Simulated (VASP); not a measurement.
# AlNi (Pmmm) in VASP: notebook, part 2 of 2

VASP 6.6.1.

### Step 3. Single point, PBE (normal strain along x -0.0367, normal strain along y +0.0733)

The input, INCAR:

```
SYSTEM = AlNi
PREC = Accurate
ENCUT = 520
EDIFF = 1E-6
ISMEAR = 0
SIGMA = 0.15
LREAL = .FALSE.
LASPH = .TRUE.
NELM = 80
ALGO = Fast
ISIF = 2
LWAVE = .FALSE.
LCHARG = .FALSE.
GGA = PE
NBANDS = 14
```

The input, KPOINTS:

```
regular mesh
0
G
  16 16 16
  0 0 0
```

The input, POSCAR:

```
AlNi
1.0
    1.9676675471     -1.9676349857      0.0000000000
    2.1923533650      2.1923245219      0.0000000000
    0.0000000000      0.0000000000      2.9004437058
Al Ni
1 1
Direct
    0.0000000000      0.0000000000      0.0000000000
    0.5000000000      0.5000000000      0.5000000000
```

Potentials or basis: VASP PAW PBE potentials, release 64 (Al, Ni).

The run is started by

```bash
cat potpaw_PBE.64/Al/POTCAR potpaw_PBE.64/Ni/POTCAR > POTCAR
mpirun -np 1 vasp_std > vasp.out
```

OUTCAR:

```text
SYSTEM = AlNi
   PREC = Accurate
   ENCUT = 520
   EDIFF = 1E-6
   ISMEAR = 0
   LREAL = .FALSE.
   LASPH = .TRUE.
   NELM = 80
   ISIF = 2
   GGA = PE

 ion  position               nearest neighbor table
   1  0.000  0.000  0.000-   2 2.54   2 2.54   2 2.54   2 2.54   2 2.54   2 2.54   2 2.54   2 2.54

   2  0.500  0.500  0.500-   1 2.54   1 2.54   1 2.54   1 2.54   1 2.54   1 2.54   1 2.54   1 2.54

  LATTYP: Found a simple monoclinic cell.
 ALAT       =     2.7826791071
 B/A-ratio  =     1.0423205818
 C/A-ratio  =     1.1141908024
 COS(beta)  =    -0.0000148523

  Lattice vectors:

 A1 = (   1.9676675471,  -1.9676349857,   0.0000000000)
 A2 = (   0.0000000000,   0.0000000000,   2.9004437058)
 A3 = (  -2.1923533650,  -2.1923245219,   0.0000000000)

Analysis of symmetry for initial positions (statically):
=====================================================================
 Subroutine PRICEL returns:
 Original cell was already a primitive cell.

 Routine SETGRP: Setting up the symmetry group for a
 simple monoclinic supercell.

 Subroutine GETGRP returns: Found  4 space group operations
 (whereof  4 operations were pure point group operations)
 out of a pool of  4 trial point group operations.

[... 181 lines left out ...]
      9      16.5631      0.00000
     10      16.7213      0.00000
     11      17.6820      0.00000
     12      22.8179      0.00000
     13      28.8002      0.00000
     14      29.8330      0.00000
[... 377 lines left out ...]
      1      -1.0123      2.00000
      2       6.4107      2.00000
      3       6.4891      2.00000
      4       7.7871      2.00000
      5       7.8679      2.00000
      6       8.0107      2.00000
      7      12.7077      0.00000
      8      13.9422      0.00000
      9      15.4996      0.00000
     10      17.4336      0.00000
     11      19.3131      0.00000
     12      24.7069      0.00000
     13      26.3376      0.00000
     14      28.1494      0.00000

 [... further k-points ...]

------------------------ aborting loop because EDIFF is reached ----------------------------------------

  FORCE on cell =-STRESS in cart. coord.  units (eV):
  Direction    XX          YY          ZZ          XY          YZ          ZX
  --------------------------------------------------------------------------------------
  -------------------------------------------------------------------------------------
  Total       -0.6558007     -0.6553364     -0.8044949     -0.5238511      0.0000000      0.0000000
  in kB      -41.9886787    -41.9589496    -51.5090567    -33.5403935      0.0000000      0.0000000
  external PRESSURE =     -45.1522283 kB  Pullay stress =       0.0000000 kB

 VOLUME and BASIS-vectors are now :
 -----------------------------------------------------------------------------
  energy-cutoff  :      520.00
  volume of cell :       25.02
      direct lattice vectors                 reciprocal lattice vectors
     1.967667547 -1.967634986  0.000000000     0.254108398 -0.254111741  0.000000000
     2.192353365  2.192324522  0.000000000     0.228065037  0.228068811  0.000000000
     0.000000000  0.000000000  2.900443706     0.000000000  0.000000000  0.344774835

 POSITION                                       TOTAL-FORCE (eV/Angst)
 -----------------------------------------------------------------------------------
      0.00000      0.00000      0.00000        -0.000000      0.000000      0.000000
      2.08001      0.11234      1.45022         0.000000     -0.000000      0.000000
 -----------------------------------------------------------------------------------
    total drift:                                0.000000     -0.000000     -0.000000

  FREE ENERGIE OF THE ION-ELECTRON SYSTEM (eV)
  ---------------------------------------------------
  free  energy   TOTEN  =       -10.5020787387 eV

  energy  without entropy=      -10.4913722150  energy(sigma->0) =      -10.49672548
```

stdout:

```text
POSCAR found type information on POSCAR AlNi
 POSCAR found :  2 types and       2 ions
 scaLAPACK will be used
 LDA part: xc-table for (Slater+PW92), standard interpolation
 POSCAR, INCAR and KPOINTS ok, starting setup
 FFT: planning ... GRIDC
 FFT: planning ... GRID_SOFT
 FFT: planning ... GRID
 WAVECAR not read
 entering main loop
```

Run time: 5 min. Hardware: 1 thread of Intel Xeon Platinum 8259CL at 2.50GHz (Skylake/Cascade Lake), shared host; peak memory 0.51 GiB.

What came out:

| Item | Value |
| --- | --- |
| Free energy | -10.5021 eV |
| Pressure | -4.5 GPa |
| Band gap on the k mesh | zero (an odd number of electrons rules out a gap without spin polarisation) |

Caveat: the cell differs from its parent crystal (normal strain along x -0.0367, normal strain along y +0.0733); the cell stands under tension. Spin polarisation is off, so any magnetic state and its effect on volume and gap are missing.

### Step 4. Single point, PBE (normal strain along x -0.0367, normal strain along y +0.1100)

The input, INCAR:

```
SYSTEM = AlNi
PREC     = Accurate       ! precision mode
ENCUT    = 520            ! plane-wave cutoff, eV
EDIFF    = 1E-6           ! SCF threshold, eV
ISMEAR   = 0              ! smearing method
SIGMA    = 0.15           ! smearing width, eV
LREAL    = .False.        ! projectors in reciprocal space
LASPH    = .True.         ! aspherical terms in the spheres
NELM     = 60             ! most SCF steps
ALGO     = Fast           ! electronic algorithm
ISIF     = 2              ! what is computed and relaxed
LWAVE    = .False.        ! write WAVECAR
LCHARG   = .False.        ! write CHGCAR
GGA      = PE             ! functional
NBANDS   = 14             ! bands
```

The input, KPOINTS:

```
regular mesh
0
Gamma
  16 16 16
  0 0 0
```

POSCAR: that of step 3 with these lines changed.

```diff
@@ -3,3 +3,3 @@
     1.9676675471     -1.9676349857      0.0000000000
-    2.1923533650      2.1923245219      0.0000000000
+    2.2673167243      2.2672891216      0.0000000000
     0.0000000000      0.0000000000      2.9004437058
```

The run is started by

```bash
cat potpaw_PBE.64/Al/POTCAR potpaw_PBE.64/Ni/POTCAR > POTCAR
mpirun -np 1 vasp_std > vasp.out
```

Wall time 4.1 min (1 thread of Intel Xeon Platinum 8259CL at 2.50GHz (Skylake/Cascade Lake), shared host); peak memory 0.51 GiB.

It converged, with:

```
Free energy            : -10.4501 eV
Pressure               : -8.7 GPa
Band gap on the k mesh : zero (an odd number of electrons rules out a gap without spin polarisation)
```

Stress tensor (GPa, compression positive):
```
-8.40 -3.67  0.00
-3.67 -8.40  0.00
 0.00  0.00 -9.15
```

Levels at points of the mesh, in eV from the Fermi level:
| k point | band 4 | band 5 | band 6 | band 7 | band 8 | band 9 | band 10 | band 11 |
| --- | --- | --- | --- | --- | --- | --- | --- | --- |
| (0.00, 0.00, 0.00) | -1.51 | -1.39 | -1.19 | 2.69 | 5.83 | 6.76 | 7.36 | 8.26 |
| (0.50, 0.00, 0.00) | -2.37 | -1.93 | -1.38 | -0.21 | 7.55 | 7.91 | 8.74 | 10.51 |
| (0.00, 0.50, 0.00) | -1.94 | -1.73 | -1.16 | -1.12 | 8.20 | 9.92 | 9.98 | 11.22 |
| (0.50, 0.50, 0.00) | -2.39 | -1.84 | -1.72 | -1.07 | 1.40 | 1.93 | 11.98 | 14.28 |
| (0.00, 0.00, 0.50) | -2.44 | -1.72 | -1.31 | -0.47 | 7.34 | 7.57 | 8.33 | 11.78 |
| (0.50, 0.00, 0.50) | -2.17 | -2.10 | -2.04 | -0.76 | 2.05 | 2.73 | 9.88 | 12.75 |
| (0.00, 0.50, 0.50) | -2.77 | -1.65 | -1.60 | -1.11 | 0.93 | 1.61 | 13.01 | 15.20 |
| (0.50, 0.50, 0.50) | -1.06 | -0.74 | 1.99 | 2.20 | 2.24 | 3.10 | 3.49 | 3.91 |

Caveat: the cell differs from its parent crystal (normal strain along x -0.0367, normal strain along y +0.1100); the cell stands under tension.

### Step 5. Summary

```tsv
cell	gap on the mesh (eV)	pressure (GPa)
a = 2.677, b = 3.206, c = 2.900 Å, 2 atoms	none	-3.2
a = 2.783, b = 3.100, c = 2.900 Å, 2 atoms	none	-4.5
a = 2.783, b = 3.206, c = 2.900 Å, 2 atoms	none	-8.7
```

Alike in all rows: task single point; level PBE; potentials or basis VASP PAW PBE potentials, release 64 (Al, Ni); no spin polarisation; k mesh 16 × 16 × 16; cutoff (eV) 520; smearing gaussian 0.15 eV.

Caveats: the cell stands under tension.

Absolute energies hang on the potentials; compare differences alone.
